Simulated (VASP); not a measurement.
Wanted: the native input for a VASP 6.6.1 run.

* Task: relaxation of cell and atoms
* Functional: PBE
* Potentials or basis: VASP PAW PBE potentials, release 64 (Sn_d, Ge_d, O)
* Cutoff: 600 eV
* k mesh: 6 × 6 × 6
* Occupations: gaussian, width 0.1 eV
* Spin: no spin polarisation
* Dipole correction: no
* Further INCAR settings: ALGO = Normal; EDIFF = 1e-06; IBRION = 2; EDIFFG = -0.04; NSW = 90; ISIF = 3

The structure of Sn3GeO lies in POSCAR:

```
Sn3GeO
1.0
    3.4334832487      1.9823224779      2.9450959795
   -3.4334832487      1.9823224779      2.9450959795
    0.0000000000     -3.9646449557      2.9450959795
Sn Ge O
3 1 1
Direct
    0.5607970403      0.7319607177      0.1090296477
    0.1090296477      0.5607970403      0.7319607177
    0.7319607177      0.1090296477      0.5607970403
    0.1694718413      0.1694718413      0.1694718413
    0.3976407430      0.3976407430      0.3976407430
```

One way to write it, as run:

INCAR

```
SYSTEM = Sn3GeO
ALGO = Normal
EDIFF = 1E-6
EDIFFG = -0.04
ENCUT = 600
GGA = PE
IBRION = 2
ISIF = 3
ISMEAR = 0
LASPH = .True.
LCHARG = .False.
LREAL = .False.
LWAVE = .False.
NELM = 80
NSW = 90
PREC = Accurate
SIGMA = 0.1
```

KPOINTS

```
k-points
0
Gamma
  6 6 6
  0 0 0
```

Potentials or basis: VASP PAW PBE potentials, release 64 (Sn_d, Ge_d, O).

The run is started by

```bash
$ cat potpaw_PBE.64/Sn_d/POTCAR potpaw_PBE.64/Ge_d/POTCAR potpaw_PBE.64/O/POTCAR > POTCAR
$ mpirun -np 1 vasp_std > vasp.out
```

Results of the run:

```
Relaxed volume                         : 24.00 Å³/atom
Relaxed cell                           : a = 4.935 Å, b = 4.935 Å, c = 4.935 Å, α = 87.98°, β = 87.98°, γ = 87.98°
Space group after relaxing (to 0.05 Å) : R3 (No. 146)
Energy gained by relaxing              : 0.1 meV/atom
Ionic steps                            : 2
Pressure after relaxing                : 0.0 GPa
Largest force after relaxing           : 0.039 eV/Å
Band gap on the k mesh                 : zero (band 31 reaches 6.17 eV, above the bottom of band 32 at 5.90 eV)
```

Caveat: spin-orbit coupling is left out, which moves the levels of the heavy elements.

Run time: 6.8 min on 1 thread of AMD EPYC 7R13, on a shared host, peak memory 0.35 GiB.
